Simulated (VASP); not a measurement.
# Ti (P-1) in VASP: single point with r2SCAN

Aim: the single point of Ti with r2SCAN.

Everything below comes from runs of VASP 6.6.1. Logs are shortened: lines on timing, memory, paths and dates and some standing lists are left out, and cuts for length are marked.

## (1) The cell of the first run

The typed cell holds 2 atoms: a = 2.906 Å, b = 2.906 Å, c = 4.110 Å, α = 90.00°, β = 90.00°, γ = 90.00°.

## (2) Single point, r2SCAN (atoms moved at random)

Contents of POSCAR:

```
Ti
1.0
    0.0000000000     -2.0551516152     -2.0551516152
    0.0000000000      2.0551516152     -2.0551516152
    4.1103032304      0.0000000000      0.0000000000
Ti
2
Direct
    0.5113807656      0.5016702511      0.4926210965
   -0.0113807656     -0.0016702511      0.0073789035
```

Contents of INCAR.step1:

```
SYSTEM = Ti
PREC     = Accurate       ! precision mode
ENCUT    = 520            ! plane-wave cutoff, eV
ISMEAR   = 0              ! smearing method
SIGMA    = 0.15           ! smearing width, eV
LREAL    = .FALSE.        ! projectors in reciprocal space
LASPH    = .TRUE.         ! aspherical terms in the spheres
NELM     = 80             ! most SCF steps
NBANDS   = 19             ! bands
GGA      = PE             ! functional
ALGO     = Normal         ! electronic algorithm
EDIFF    = 1E-4           ! SCF threshold, eV
LWAVE    = .TRUE.         ! write WAVECAR
LCHARG   = .FALSE.        ! write CHGCAR
```

Contents of INCAR.step2:

```
SYSTEM = Ti
PREC     = Accurate       ! precision mode
ENCUT    = 520            ! plane-wave cutoff, eV
EDIFF    = 1E-6           ! SCF threshold, eV
ISMEAR   = 0              ! smearing method
SIGMA    = 0.15           ! smearing width, eV
LREAL    = .FALSE.        ! projectors in reciprocal space
LASPH    = .TRUE.         ! aspherical terms in the spheres
NELM     = 80             ! most SCF steps
ALGO     = Normal         ! electronic algorithm
ISIF     = 2              ! what is computed and relaxed
LWAVE    = .FALSE.        ! write WAVECAR
LCHARG   = .FALSE.        ! write CHGCAR
METAGGA  = R2SCAN         ! meta-GGA
LMIXTAU  = .TRUE.       
NBANDS   = 19             ! bands
ISTART   = 1
```

Contents of KPOINTS:

```
Automatic mesh
0
G
  12 12 8
  0 0 0
```

Potentials or basis: VASP PAW PBE potentials, release 64 (Ti_sv).

The run is started by

```
cat potpaw_PBE.64/Ti_sv/POTCAR > POTCAR
cp INCAR.step1 INCAR
mpirun -np 1 vasp_std > vasp.out
cp INCAR.step2 INCAR
mpirun -np 1 vasp_std > vasp.out
```

OUTCAR:

```text
SYSTEM = Ti
   PREC = Accurate
   ENCUT = 520
   EDIFF = 1E-6
   ISMEAR = 0
   LREAL = .FALSE.
   LASPH = .TRUE.
   NELM = 80
   ISIF = 2
   METAGGA = R2SCAN
   ISTART = 1

 ion  position               nearest neighbor table
   1  0.511  0.502  0.493-   2 2.83   2 2.84   2 2.89   2 2.90   2 2.91
   2  0.989  0.998  0.007-   1 2.83   1 2.84   1 2.89   1 2.90   1 2.91

  LATTYP: Found a simple tetragonal cell.
 ALAT       =     2.9064232869
 C/A-ratio  =     1.4142135624

  Lattice vectors:

 A1 = (   0.0000000000,  -2.0551516152,  -2.0551516152)
 A2 = (   0.0000000000,   2.0551516152,  -2.0551516152)
 A3 = (   4.1103032304,   0.0000000000,   0.0000000000)

Analysis of symmetry for initial positions (statically):
=====================================================================
 Subroutine PRICEL returns:
 Original cell was already a primitive cell.

 Routine SETGRP: Setting up the symmetry group for a
 simple tetragonal supercell.

 Subroutine GETGRP returns: Found  2 space group operations
 (whereof  1 operations were pure point group operations)
 out of a pool of 16 trial point group operations.

The static configuration has the point symmetry C_1 .
 The point group associated with its full space group is S_2 .

Analysis of symmetry for dynamics (positions and initial velocities):
=====================================================================
 Subroutine PRICEL returns:
 Original cell was already a primitive cell.

 Routine SETGRP: Setting up the symmetry group for a
 simple tetragonal supercell.

 Subroutine GETGRP returns: Found  2 space group operations
 (whereof  1 operations were pure point group operations)
 out of a pool of 16 trial point group operations.

The dynamic configuration has the point symmetry C_1 .
 The point group associated with its full space group is S_2 .

 Subroutine INISYM returns: Found  2 space group operations
 (whereof  1 operations are pure point group operations),
 and found     1 'primitive' translations

----------------------------------------------------------------------------------------

                                     Primitive cell

  volume of cell :      34.7209

  direct lattice vectors                    reciprocal lattice vectors
     0.000000000 -2.055151615 -2.055151615     0.000000000 -0.243291053 -0.243291053
     0.000000000  2.055151615 -2.055151615     0.000000000  0.243291053 -0.243291053
     4.110303230  0.000000000  0.000000000     0.243291053  0.000000000  0.000000000

  length of vectors
     2.906423287  2.906423287  4.110303230     0.344065506  0.344065506  0.243291053

  position of ions in fractional coordinates (direct lattice)
     0.511380766  0.501670251  0.492621097
     0.988619234  0.998329749  0.007378903

  ion indices of the primitive-cell ions
   primitive index   ion index
                 1           1
                 2           2

----------------------------------------------------------------------------------------

 KPOINTS: Automatic mesh

Automatic generation of k-mesh.
 Grid dimensions read from file:
 generate k-points for:   12   12    8

 Generating k-lattice:

  Cartesian coordinates                     Fractional coordinates (reciprocal lattice)
     0.000000000 -0.020274254 -0.020274254     0.083333333  0.000000000  0.000000000
     0.000000000  0.020274254 -0.020274254     0.000000000  0.083333333  0.000000000
     0.030411382  0.000000000  0.000000000     0.000000000  0.000000000  0.125000000

  Length of vectors
     0.028672126  0.028672126  0.030411382

  Shift w.r.t. Gamma in fractional coordinates (k-lattice)
     0.000000000  0.000000000  0.000000000

 Subroutine IBZKPT returns following result:
 ===========================================

 Found    580 irreducible k-points:

 Following reciprocal coordinates:
            Coordinates               Weight
  0.000000  0.000000  0.000000      1.000000
  0.083333  0.000000  0.000000      2.000000
  0.000000  0.083333  0.000000      2.000000
  0.166667  0.000000  0.000000      2.000000
  0.000000  0.166667  0.000000      2.000000
  0.250000  0.000000  0.000000      2.000000
[... 16 lines left out ...]
  0.083333  0.250000  0.000000      2.000000
  0.333333  0.083333  0.000000      2.000000
 [... further k-points ...]
   k-points           NKPTS =    580   k-points in BZ     NKDIM =    580   number of bands    NBANDS=     19
   number of dos      NEDOS =    301   number of ions     NIONS =      2
   total plane-waves  NPLWV =  18432
   dimension x,y,z NGX =    24 NGY =   24 NGZ =   32
   dimension x,y,z NGXF=    48 NGYF=   48 NGZF=   64
   ions per type =               2
   NGX,Y,Z   is equivalent  to a cutoff of  13.73, 13.73, 12.94 a.u.
   NGXF,Y,Z  is equivalent  to a cutoff of  27.46, 27.46, 25.89 a.u.
 SYSTEM =  Ti
   PREC   = accura    normal or accurate (medium, high low for compatibility)
   ISTART =      1    job   : 0-new  1-cont  2-samecut
   ICHARG =      0    charge: 1-file 2-atom 10-const
   ISPIN  =      1    spin polarized calculation?
   LNONCOLLINEAR =      F non collinear calculations
   LSORBIT =      F    spin-orbit coupling
   LASPH  =      T    aspherical Exc in radial PAW
   ENCUT  =  520.0 eV  38.22 Ry    6.18 a.u.   5.40  5.40  7.64*2*pi/ulx,y,z
   NELM   =     80;   NELMIN=  2; NELMDL=  0     # of ELM steps
   EDIFF  = 0.1E-05   stopping-criterion for ELM
   LREAL  =      F    real-space projection
[... 7 lines left out ...]
   TEBEG  =    0.0;   TEEND  =   0.0 temperature during run
   PSTRESS=    0.0 pullay stress
   NELECT =      24.0000    total number of electrons
   NUPDOWN=      -1.0000    fix difference up-down
   EMIN   =  10.00;   EMAX   =-10.00  energy-range for DOS
   EFERMI =   0.00;   METHOD = LEGACY
   ISMEAR =     0;   SIGMA  =   0.15  broadening in eV -4-tet -1-fermi 0-gaus
   EFERMI_NEDOS =   21; number of points for ismear=-14 and -15
   IALGO  =     38    algorithm
   IMIX   =      4    mixing-type and parameters
     AMIX     =   0.40;   BMIX     =  1.00
     AMIX_MAG =   1.60;   BMIX_MAG =  1.00
  volume/ion in A,a.u.               =      17.36       117.15
  Fermi-wavevector in a.u.,A,eV,Ry     =   1.447487  2.735354 28.507185  2.095219
  Thomas-Fermi vector in A             =   2.565436
   LORBIT       =      0    0 simple, 1 ext, 2 COOP (PROOUT), +10 PAW based schemes
   METAGGA = R2SCAN    functional components
   LHFCALC =     F    Hartree Fock is set to
   AEXX    =    0.0000 exact exchange contribution
   IVDW    =     0    specifies the selected vdW correction
   LEPSILON=     F    determine dielectric tensor
   LRPA    =     F    only Hartree local field effects (RPA)
 non-spin polarized calculation
 Gauss-broadening in eV      SIGMA  =   0.15
  energy-cutoff  :      520.00
  volume of cell :       34.72
 maximum number of plane-waves:       960
 NGX is ok and might be reduce to    24
   NGX = 11   NGY = 11   NGZ = 15

 number of electron      23.9999996 magnetization

 Free energy of the ion-electron system (eV)
  ---------------------------------------------------
  ext. energy  EPLUGINS =         0.00000000
  ---------------------------------------------------
  free energy    TOTEN  =       -25.76061481 eV

  energy without entropy =      -25.72331043  energy(sigma->0) =      -25.74196262

 E-fermi :   8.2432     XC(G=0): -12.4119

 val. band max:        8.2417263159   @ k =   0.2500   0.3333  -0.3750
 cond. band min:       8.2471235239   @ k =   0.3333   0.2500   0.1250
 fundamental gap:      0.0053972081
 Fermi energy:         8.2432419584

 k-point     1 :       0.0000    0.0000    0.0000
  band No.  band energies     occupation
      1     -50.8080      2.00000
      2     -50.6341      2.00000
      3     -26.2662      2.00000
      4     -25.8534      2.00000
      5     -25.8524      2.00000
      6     -25.6123      2.00000
[... 11 lines left out ...]
     18      12.1310      0.00000
     19      12.2866      0.00000

 k-point     2 :       0.0833    0.0000    0.0000
  band No.  band energies     occupation
      1     -50.8023      2.00000
      2     -50.6340      2.00000
      3     -26.2529      2.00000
      4     -25.8749      2.00000
      5     -25.8464      2.00000
      6     -25.6395      2.00000
[... 11 lines left out ...]
     18      11.9750      0.00000
     19      12.2674      0.00000

 k-point     3 :       0.0000    0.0833    0.0000
  band No.  band energies     occupation
      1     -50.8023      2.00000
      2     -50.6341      2.00000
      3     -26.2527      2.00000
      4     -25.8746      2.00000
      5     -25.8468      2.00000
      6     -25.6348      2.00000
[... 11 lines left out ...]
     18      11.9794      0.00000
     19      12.2422      0.00000

 k-point     4 :       0.1667    0.0000    0.0000
  band No.  band energies     occupation
      1     -50.7861      2.00000
      2     -50.6346      2.00000
      3     -26.2146      2.00000
      4     -25.9334      2.00000
      5     -25.8285      2.00000
      6     -25.7216      2.00000
[... 11 lines left out ...]
     18      11.5841      0.00000
     19      12.1291      0.00000

 k-point     5 :       0.0000    0.1667    0.0000
  band No.  band energies     occupation
      1     -50.7859      2.00000
      2     -50.6348      2.00000
      3     -26.2139      2.00000
      4     -25.9332      2.00000
      5     -25.8294      2.00000
      6     -25.7170      2.00000
[... 11 lines left out ...]
     18      11.6021      0.00000
     19      12.1078      0.00000
[... 334 lines left out ...]
      2     -50.6370      2.00000
      3     -26.1438      2.00000
      4     -26.0103      2.00000
      5     -25.8450      2.00000
      6     -25.8128      2.00000
[... 11 lines left out ...]
     18      11.3517      0.00000
     19      12.0079      0.00000

 k-point    22 :      -0.2500    0.0833    0.0000
  band No.  band energies     occupation
      1     -50.7569      2.00000
      2     -50.6365      2.00000
      3     -26.1455      2.00000
      4     -26.0106      2.00000
      5     -25.8439      2.00000
      6     -25.8170      2.00000
[... 11 lines left out ...]
     18      11.3264      0.00000
     19      12.0223      0.00000

 k-point    23 :       0.0833    0.2500    0.0000
  band No.  band energies     occupation
      1     -50.7565      2.00000
      2     -50.6370      2.00000
      3     -26.1438      2.00000
      4     -26.0101      2.00000
      5     -25.8461      2.00000
      6     -25.8121      2.00000
[... 11 lines left out ...]
     18      11.3561      0.00000
     19      12.0062      0.00000

 k-point    24 :       0.3333    0.0833    0.0000
  band No.  band energies     occupation
      1     -50.7293      2.00000
      2     -50.6426      2.00000
      3     -26.0851      2.00000
      4     -26.0748      2.00000
      5     -25.9544      2.00000
      6     -25.7860      2.00000
[... 11 lines left out ...]
     18      11.7205      0.00000
     19      11.7362      0.00000

 [... further k-points ...]

------------------------ aborting loop because EDIFF is reached ----------------------------------------

  FORCE on cell =-STRESS in cart. coord.  units (eV):
  Direction    XX          YY          ZZ          XY          YZ          ZX
  --------------------------------------------------------------------------------------
  -------------------------------------------------------------------------------------
  Total        0.1832942      0.0908437      0.1155800      0.0206181      0.0223075      0.0268065
  in kB        8.4580013      4.1919290      5.3333710      0.9514097      1.0293669      1.2369690
  external PRESSURE =       5.9944338 kB  Pullay stress =       0.0000000 kB

 VOLUME and BASIS-vectors are now :
 -----------------------------------------------------------------------------
  energy-cutoff  :      520.00
  volume of cell :       34.72
      direct lattice vectors                 reciprocal lattice vectors
     0.000000000 -2.055151615 -2.055151615     0.000000000 -0.243291053 -0.243291053
     0.000000000  2.055151615 -2.055151615     0.000000000  0.243291053 -0.243291053
     4.110303230  0.000000000  0.000000000     0.243291053  0.000000000  0.000000000

 POSITION                                       TOTAL-FORCE (eV/Angst)
 -----------------------------------------------------------------------------------
      2.02482     -0.01996     -2.08197         0.262141      0.127680      0.171046
      0.03033      0.01996     -4.08348        -0.262141     -0.127680     -0.171046
 -----------------------------------------------------------------------------------
    total drift:                               -0.000000     -0.000000      0.000000

  FREE ENERGIE OF THE ION-ELECTRON SYSTEM (eV)
  ---------------------------------------------------
  free  energy   TOTEN  =       -25.7606148105 eV

  energy  without entropy=      -25.7233104310  energy(sigma->0) =      -25.74196262
```

It took 20 min on 1 thread of Intel Xeon 8259CL, shared host; peak memory 0.41 GiB.

Results:

| Property | Result |
| --- | --- |
| Free energy | -25.7606 eV |
| Pressure | 0.6 GPa |
| Largest force | 0.338 eV/Å |
| Band gap on the k mesh | zero (bands 12 and 13 overlap by 1.46 eV) |

Forces on the atoms (eV/Å):
```
Ti   0.262  0.128  0.171
Ti  -0.262 -0.128 -0.171
```

Stress tensor (GPa, compression positive):
```
0.85 0.10 0.12
0.10 0.42 0.10
0.12 0.10 0.53
```

Caveat: the cell differs from its parent crystal (atoms moved at random); the PAW data sets were made with another functional, which shifts forces and pressure a little.
